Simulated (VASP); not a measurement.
# H2C5 in VASP: notebook

Runs on H2C5. Level: PBE. Tasks: single point.

Program: VASP 6.6.1. These are calculated values, not measurements. Logs are shortened: lines on timing, memory, paths and dates and some standing lists are left out, and cuts for length are marked.

### Step 1. The cell of the first run

The cell holds a slab with vacuum, 28 atoms: a = 5.049 Å, b = 5.049 Å, c = 16.165 Å, α = 90.00°, β = 90.00°, γ = 90.00°.

### Step 2. Single point, PBE

INCAR reads:

```
SYSTEM = H2C5
  PREC = Accurate
  ENCUT = 520
  EDIFF = 1E-6
  ISMEAR = -1
  SIGMA = 0.05
  LREAL = Auto
  LASPH = .TRUE.
  NELM = 60
  ALGO = Normal
  ISIF = 2
  LWAVE = .FALSE.
  LCHARG = .TRUE.
  GGA = PE
  LELF = .TRUE.
  LVHAR = .TRUE.
  NBANDS = 64
```

KPOINTS reads:

```
regular mesh
0
G
  2 2 1
  0 0 0
```

POSCAR reads:

```
H2C5
1.0
    5.0487420000      0.0000000000      0.0000000000
    0.0000000000      5.0487420000      0.0000000000
    0.0000000000      0.0000000000     16.1647000000
H C
8 20
Direct
    0.4277868000      0.0000000000      0.0618632000
    0.0722132000      0.0000000000      0.0618632000
    0.9277868000      0.0000000000      0.0618632000
    0.5722132000      0.0000000000      0.0618632000
    0.4277868000      0.5000000000      0.0618632000
    0.0722132000      0.5000000000      0.0618632000
    0.9277868000      0.5000000000      0.0618632000
    0.5722132000      0.5000000000      0.0618632000
    0.2500000000      0.0000000000      0.1011278000
    0.7500000000      0.0000000000      0.1011278000
    0.2500000000      0.5000000000      0.1011278000
    0.7500000000      0.5000000000      0.1011278000
    0.2500000000      0.2500000000      0.1563407000
    0.7500000000      0.2500000000      0.1563407000
    0.2500000000      0.7500000000      0.1563407000
    0.7500000000      0.7500000000      0.1563407000
    0.0000000000      0.2498723314      0.2061078574
    0.5000000000      0.2498723314      0.2061078574
    0.0000000000      0.7500534639      0.2178470126
    0.5000000000      0.7500534639      0.2178470126
    0.0000000000      0.0169738231      0.2698520979
    0.5000000000      0.0169738231      0.2698520979
    0.0000000000      0.4832554020      0.2698425771
    0.5000000000      0.4832554020      0.2698425771
    0.2500000000      0.1128544986      0.3120489197
    0.7500000000      0.1128544986      0.3120489197
    0.2500000000      0.3870122178      0.3119577710
    0.7500000000      0.3870122178      0.3119577710
```

Potentials or basis: VASP PAW PBE potentials, release 64 (H, C).

On the command line:

```
$ cat potpaw_PBE.64/H/POTCAR potpaw_PBE.64/C/POTCAR > POTCAR
$ mpirun -np 1 vasp_std > vasp.out
```

OUTCAR:

```text
SYSTEM = H2C5
   PREC = Accurate
   ENCUT = 520
   EDIFF = 1E-6
   ISMEAR = -1
   LREAL = Auto
   LASPH = .TRUE.
   NELM = 60
   ISIF = 2
   GGA = PE

 ion  position               nearest neighbor table
   1  0.428  0.000  0.062-   4 0.73   9 1.10
   2  0.072  0.000  0.062-   3 0.73   9 1.10
   3  0.928  0.000  0.062-   2 0.73  10 1.10
   4  0.572  0.000  0.062-   1 0.73  10 1.10
   5  0.428  0.500  0.062-   8 0.73  11 1.10
   6  0.072  0.500  0.062-   7 0.73  11 1.10
   7  0.928  0.500  0.062-   6 0.73  12 1.10
   8  0.572  0.500  0.062-   5 0.73  12 1.10
   9  0.250  0.000  0.101-   1 1.10   2 1.10  13 1.55  15 1.55
  10  0.750  0.000  0.101-   3 1.10   4 1.10  14 1.55  16 1.55
  11  0.250  0.500  0.101-   5 1.10   6 1.10  13 1.55  15 1.55
  12  0.750  0.500  0.101-   7 1.10   8 1.10  14 1.55  16 1.55
  13  0.250  0.250  0.156-  17 1.50  18 1.50   9 1.55  11 1.55
  14  0.750  0.250  0.156-  17 1.50  18 1.50  10 1.55  12 1.55
[... 8 lines left out ...]
  23  0.000  0.483  0.270-  27 1.51  28 1.51  17 1.57  19 1.59
  24  0.500  0.483  0.270-  27 1.51  28 1.51  18 1.57  20 1.59
  25  0.250  0.113  0.312-  27 1.38  22 1.51  21 1.51
  26  0.750  0.113  0.312-  28 1.38  22 1.51  21 1.51
  27  0.250  0.387  0.312-  25 1.38  24 1.51  23 1.51
  28  0.750  0.387  0.312-  26 1.38  24 1.51  23 1.51

  LATTYP: Found a simple tetragonal cell.
 ALAT       =     5.0487420000
 C/A-ratio  =     3.2017282721

  Lattice vectors:

 A1 = (   5.0487420000,   0.0000000000,   0.0000000000)
 A2 = (   0.0000000000,   5.0487420000,   0.0000000000)
 A3 = (   0.0000000000,   0.0000000000,  16.1647000000)

Analysis of symmetry for initial positions (statically):
=====================================================================
 Subroutine PRICEL returns following result:

  LATTYP: Found a simple orthorhombic cell.
 ALAT       =     2.5243710000
 B/A-ratio  =     2.0000000000
 C/A-ratio  =     6.4034565442

  Lattice vectors:

 A1 = (   2.5243710000,   0.0000000000,   0.0000000000)
 A2 = (   0.0000000000,   5.0487420000,   0.0000000000)
 A3 = (   0.0000000000,   0.0000000000,  16.1647000000)

   2 primitive cells build up your supercell.

 Routine SETGRP: Setting up the symmetry group for a
 simple tetragonal supercell.

 Subroutine GETGRP returns: Found  2 space group operations
 (whereof  2 operations were pure point group operations)
[... 126 lines left out ...]
   LNONCOLLINEAR =      F non collinear calculations
   LSORBIT =      F    spin-orbit coupling
   LASPH  =      T    aspherical Exc in radial PAW
   ENCUT  =  520.0 eV  38.22 Ry    6.18 a.u.   9.39  9.39 30.06*2*pi/ulx,y,z
   NELM   =     60;   NELMIN=  2; NELMDL= -5     # of ELM steps
   EDIFF  = 0.1E-05   stopping-criterion for ELM
   LREAL  =      T    real-space projection
   EDIFFG = 0.1E-04   stopping-criterion for IOM
   NSW    =      0    number of steps for IOM
[... 5 lines left out ...]
   TEBEG  =    0.0;   TEEND  =   0.0 temperature during run
   PSTRESS=    0.0 pullay stress
   NELECT =      88.0000    total number of electrons
   NUPDOWN=      -1.0000    fix difference up-down
   EMIN   =  10.00;   EMAX   =-10.00  energy-range for DOS
   EFERMI =   0.00;   METHOD = LEGACY
   ISMEAR =    -1;   SIGMA  =   0.05  broadening in eV -4-tet -1-fermi 0-gaus
   EFERMI_NEDOS =   21; number of points for ismear=-14 and -15
   IALGO  =     38    algorithm
   IMIX   =      4    mixing-type and parameters
     AMIX     =   0.40;   BMIX     =  1.00
     AMIX_MAG =   1.60;   BMIX_MAG =  1.00
  volume/ion in A,a.u.               =      14.72        99.31
  Fermi-wavevector in a.u.,A,eV,Ry     =   0.978568  1.849226 13.028878  0.957596
  Thomas-Fermi vector in A             =   2.109354
   LORBIT       =      0    0 simple, 1 ext, 2 COOP (PROOUT), +10 PAW based schemes
   GGA     = PE    functional components
   LHFCALC =     F    Hartree Fock is set to
   AEXX    =    0.0000 exact exchange contribution
   IVDW    =     0    specifies the selected vdW correction
   LEPSILON=     F    determine dielectric tensor
   LRPA    =     F    only Hartree local field effects (RPA)
 non-spin polarized calculation
  energy-cutoff  :      520.00
  volume of cell :      412.03
 maximum number of plane-waves:     11113
 NGX is ok and might be reduce to    40
   NGX = 19   NGY = 19   NGZ = 61

 number of electron      88.0000006 magnetization

 Free energy of the ion-electron system (eV)
  ---------------------------------------------------
  ext. energy  EPLUGINS =         0.00000000
  ---------------------------------------------------
  free energy    TOTEN  =      -189.14990454 eV

  energy without entropy =     -189.14978563  energy(sigma->0) =     -189.14984508

 E-fermi :   0.8070     XC(G=0):  -5.1476

 val. band max:        0.3893624620   @ k =   0.0000   0.5000   0.0000
 cond. band min:       1.2280126025   @ k =   0.0000   0.5000   0.0000
 fundamental gap:      0.8386501404
 Fermi energy:         0.8069555454

 k-point     1 :       0.0000    0.0000    0.0000
  band No.  band energies     occupation
      1     -21.0228      2.00000
      2     -18.8064      2.00000
      3     -16.7546      2.00000
      4     -16.4543      2.00000
      5     -16.1699      2.00000
      6     -16.1679      2.00000
[... 225 lines left out ...]
     55       6.9276      0.00000
     56       6.9276      0.00000
 [bands above 56 left out]

------------------------ aborting loop because EDIFF is reached ----------------------------------------

  FORCE on cell =-STRESS in cart. coord.  units (eV):
  Direction    XX          YY          ZZ          XY          YZ          ZX
  --------------------------------------------------------------------------------------
  -------------------------------------------------------------------------------------
  Total       81.7535000     -6.0029547     -4.4832104      0.0000000     -0.0053212      0.0000000
  in kB      317.8944398    -23.3421925    -17.4327419      0.0000000     -0.0206911      0.0000000
  external PRESSURE =      92.3731685 kB  Pullay stress =       0.0000000 kB

 VOLUME and BASIS-vectors are now :
 -----------------------------------------------------------------------------
  energy-cutoff  :      520.00
  volume of cell :      412.03
      direct lattice vectors                 reciprocal lattice vectors
     5.048742000  0.000000000  0.000000000     0.198069143  0.000000000  0.000000000
     0.000000000  5.048742000  0.000000000     0.000000000  0.198069143  0.000000000
     0.000000000  0.000000000 16.164700000     0.000000000  0.000000000  0.061863196

 POSITION                                       TOTAL-FORCE (eV/Angst)
 -----------------------------------------------------------------------------------
      2.15979      0.00000      1.00000        -8.937379     -0.059387      0.061359
      0.36459      0.00000      1.00000         8.937379     -0.059387      0.061359
      4.68416      0.00000      1.00000        -8.937379     -0.059387      0.061359
      2.88896      0.00000      1.00000         8.937379     -0.059387      0.061359
      2.15979      2.52437      1.00000        -8.937678      0.059223      0.061863
      0.36459      2.52437      1.00000         8.937678      0.059223      0.061863
[... 20 lines left out ...]
      1.26219      1.95392      5.04270         0.000000      0.068914      0.035039
      3.78656      1.95392      5.04270         0.000000      0.068914      0.035039
 -----------------------------------------------------------------------------------
    total drift:                                0.000000      0.000202     -0.016548

  FREE ENERGIE OF THE ION-ELECTRON SYSTEM (eV)
  ---------------------------------------------------
  free  energy   TOTEN  =      -189.1499045386 eV

  energy  without entropy=     -189.1497856283  energy(sigma->0) =     -189.14984508
```

OSZICAR:

```text
N       E                     dE             d eps       ncg     rms          rms(c)
DAV:   1     0.621955322383E+03    0.62196E+03   -0.39304E+04   512   0.117E+03
DAV:   2    -0.124752203945E+03   -0.74671E+03   -0.71084E+03   720   0.285E+02
DAV:   3    -0.200107115251E+03   -0.75355E+02   -0.74564E+02   648   0.901E+01
[... 15 lines left out ...]
DAV:  19    -0.189149850639E+03   -0.16376E-03   -0.15611E-05   496   0.748E-03    0.130E-03
DAV:  20    -0.189149881483E+03   -0.30844E-04   -0.21382E-06   456   0.332E-03    0.665E-04
DAV:  21    -0.189149900332E+03   -0.18850E-04   -0.17715E-06   448   0.221E-03    0.380E-04
DAV:  22    -0.189149903599E+03   -0.32669E-05   -0.29780E-07   424   0.999E-04    0.243E-04
DAV:  23    -0.189149904539E+03   -0.93924E-06   -0.24782E-07   416   0.825E-04
   1 F= -.18914990E+03 E0= -.18914985E+03  d E =-.118910E-03
```

Run time: 7 min. Hardware: 1 thread of AMD EPYC 7R43 (Zen 3), shared host; peak memory 0.39 GiB.

Results:

```yaml
Free_energy: -189.1499 eV
Largest_force: 8.938 eV/Å
Band_gap_on_the_k_mesh: 0.84 eV
```

Forces in eV/Å, atoms in the order of the input:
```
H   -8.937 -0.059  0.061
H    8.937 -0.059  0.061
H   -8.937 -0.059  0.061
H    8.937 -0.059  0.061
H   -8.938  0.059  0.062
H    8.938  0.059  0.062
H   -8.938  0.059  0.062
H    8.938  0.059  0.062
C    0.000 -0.187  0.999
C    0.000 -0.187  0.999
C    0.000  0.186  1.004
C    0.000  0.186  1.004
C    0.000 -0.007 -3.524
C    0.000 -0.007 -3.524
C    0.000  0.004  1.240
C    0.000  0.004  1.240
C    0.000  0.026 -0.009
C    0.000  0.026 -0.009
C    0.000 -0.003 -0.008
C    0.000 -0.003 -0.008
C    0.000 -0.050 -0.002
C    0.000 -0.050 -0.002
C    0.000  0.009 -0.003
C    0.000  0.009 -0.003
C    0.000 -0.047  0.022
C    0.000 -0.047  0.022
C    0.000  0.069  0.035
C    0.000  0.069  0.035
```

Caveat: the k points lie up to 0.62 Å⁻¹ apart.

(Part 1 of 2 ends here.)
